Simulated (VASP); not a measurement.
The system is Li3H2.

```
Li H
1.0
     4.16806    0.00000    0.00000
    -2.08403    3.60965    0.00000
     0.00000    0.00000    3.87884
Li H
3 2
Direct
  0.71219 0.67311 0.00338
  0.32689 0.03908 0.00338
  0.96092 0.28781 0.00338
  0.66667 0.33333 0.91762
  0.33333 0.66667 0.16609
```

- Program: VASP 6.6.1
- Task: relaxation of cell and atoms
- Functional: PBE
- Potentials or basis: VASP PAW PBE potentials, release 64 (Li_sv, H)
- Cutoff: 600 eV
- k mesh: 5 × 5 × 4
- Occupations: gaussian, width 0.2 eV
- Spin: no spin polarisation

At the start: pressure 16.7 GPa; volume 11.67 Å³/atom.

Where does the relaxation end?

Over 25 steps the energy falls by 659.4 meV/atom and the volume is 10.33 Å³/atom (-11.5 %); space group P321 (No. 150, to 0.05 Å).

The path:
```tsv
step	energy change (eV)	largest force (eV/Å)	pressure (GPa)	volume (Å³)
1	0.0000	1.8427	16.70	58.36
2	-1.6087	0.8474	5.70	69.01
3	-2.0202	0.9039	1.29	76.71
4	-1.8771	0.9663	-4.11	93.08
5	-2.0846	0.9587	-1.29	83.08
6	-2.0864	0.9552	-1.03	82.33
7	-2.2661	0.6495	-1.35	82.02
8	-2.4673	0.2819	-1.87	81.17
9	-2.4361	0.5835	-2.24	78.58
10	-2.5123	0.3419	-2.07	80.23
11	-2.5926	0.2577	-0.93	75.05
12	-2.6138	0.3081	0.15	71.25
13	-2.6683	0.3710	-0.24	69.22
14	-2.7272	0.4884	-0.89	64.53
15	-2.7625	0.5007	-0.78	62.98
16	-2.8482	0.5177	-0.30	58.46
17	-2.8438	0.5226	2.00	49.99
18	-2.8777	0.5138	0.69	53.90
19	-2.9592	0.4555	0.98	52.60
20	-3.0980	0.4556	2.06	48.80
21	-3.1043	0.4863	2.53	47.64
22	-3.1725	0.3866	1.80	48.39
23	-3.2778	0.1420	0.49	50.68
24	-3.2822	0.0987	0.35	51.25
25	-3.2970	0.0787	0.15	51.66
```

Final structure:
```
CELL_PARAMETERS angstrom
4.84540 0.00000 0.00000
-2.42270 4.19624 0.00000
0.00000 0.00000 2.54086
ATOMIC_POSITIONS crystal
Li 0.62821 0.62883 0.01803
Li 0.37117 0.99937 0.01803
Li 0.00063 0.37179 0.01803
H 0.66667 0.33333 0.49871
H 0.33333 0.66667 0.54105
```

Caveat: the k points lie up to 0.62 Å⁻¹ apart in the final cell; the cutoff is under 1.25 times the usual one of these potentials, so pressure, stress and relaxed cells hold a basis-set (Pulay) error; the relaxation stopped at a loose force limit of 0.08 eV/Å, so its end isn't a converged minimum.
